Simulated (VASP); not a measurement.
Set up this calculation in VASP 6.6.1, as the native input.

```yaml
Task: single point
Functional: PBE
Potentials_or_basis: VASP PAW PBE potentials, release 64 (Ir, Rh_pv)
Cutoff: 520 eV
k_mesh: 6 × 6 × 2
Occupations: gaussian, width 0.1 eV
Spin: no spin polarisation
Dipole_correction: no
Further_INCAR_settings: ALGO = Normal; EDIFF = 1e-07; NBANDS = 48
```

The structure of IrRh2 lies in POSCAR:

```
IrRh2
1.0
    2.6977066300      0.0000000000      0.0000000000
   -1.3488533100      2.3362824700      0.0000000000
    0.0000000000      0.0000000000     13.1196164000
Ir Rh
2 4
Direct
    0.6666666700      0.3333333300      0.3333333300
    0.6666666700      0.3333333300      0.6666666700
    0.6666666700      0.3333333300      0.0000000000
    0.3333333300      0.6666666700      0.8333333300
    0.3333333300      0.6666666700      0.1666666700
    0.3333333300      0.6666666700      0.5000000000
```

These files were run (other wordings do the same):

INCAR

```
PREC     = Accurate       # precision mode
ENCUT    = 520            # plane-wave cutoff, eV
EDIFF    = 1E-7           # SCF threshold, eV
ISMEAR   = 0              # smearing method
SIGMA    = 0.1            # smearing width, eV
LREAL    = False          # projectors in reciprocal space
LASPH    = True           # aspherical terms in the spheres
NELM     = 80             # most SCF steps
ALGO     = Normal         # electronic algorithm
ISIF     = 2              # what is computed and relaxed
LWAVE    = False          # write WAVECAR
LCHARG   = False          # write CHGCAR
GGA      = PE             # functional
NBANDS   = 48             # bands
```

KPOINTS

```
regular mesh
0
Gamma
  6 6 2
```

Potentials or basis: VASP PAW PBE potentials, release 64 (Ir, Rh_pv).

The run is started by

```console
$ cat potpaw_PBE.64/Ir/POTCAR potpaw_PBE.64/Rh_pv/POTCAR > POTCAR
$ mpirun -np 1 vasp_std > vasp.out
```

It gave:

```yaml
Pressure: 11.0 GPa
Largest_force: 0.180 eV/Å
Band_gap_on_the_k_mesh: zero (band 39 reaches 12.33 eV, above the bottom of band 40 at 9.93 eV)
```

Caveat: the k points lie up to 0.45 Å⁻¹ apart; spin-orbit coupling is left out, which moves the levels of the heavy elements.

Wall time 48 s on 1 thread of Intel Xeon 6975P-C (shared host), peak memory 0.21 GiB.
